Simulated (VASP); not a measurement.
Wanted: the native input for a VASP 6.6.1 run.

| Quantity | Value |
| --- | --- |
| Task | single point |
| Functional | PBE |
| Potentials or basis | VASP PAW PBE potentials, release 64 (Ru_pv) |
| Cutoff | 520 eV |
| k mesh | 21 × 21 × 12 |
| Occupations | gaussian, width 0.15 eV |
| Spin | no spin polarisation |
| Dipole correction | no |
| Further INCAR settings | ALGO = Fast; EDIFF = 1e-06; NBANDS = 21 |

The structure of Ru lies in POSCAR:

```
Ru
1.0
    2.8244905105      0.0000000000      0.0000000000
   -1.4122452553      2.4460805348      0.0000000000
    0.0000000000      0.0000000000      4.4620504745
Ru
2
Direct
    0.3333333333      0.6666666667      0.2500000000
    0.6666666667      0.3333333333      0.7500000000
```

This cell differs from its parent crystal: volume 15.414 Å^3 an atom, c/a of the conventional cell 1.5798.

These files were run (other wordings do the same):

INCAR

```
SYSTEM = Ru
PREC = Accurate
ENCUT = 520
EDIFF = 1E-6
ISMEAR = 0
SIGMA = 0.15
LREAL = .False.
LASPH = .True.
NELM = 60
ALGO = Fast
ISIF = 2
LWAVE = .False.
LCHARG = .False.
GGA = PE
NBANDS = 21
```

KPOINTS

```
regular mesh
0
Gamma
  21 21 12
  0 0 0
```

Potentials or basis: VASP PAW PBE potentials, release 64 (Ru_pv).

The run is started by

```console
$ cat potpaw_PBE.64/Ru_pv/POTCAR > POTCAR
$ mpirun -np 1 vasp_std > vasp.out
```

Results of the run:

```
Pressure               : -26.8 GPa
Band gap on the k mesh : zero (band 14 reaches 11.91 eV, above the bottom of band 15 at 9.32 eV)
```

Run time: 75 s on 1 thread of Intel(R) Xeon(R) Platinum 8559C (Emerald Rapids), on a shared host, peak memory 0.28 GiB.
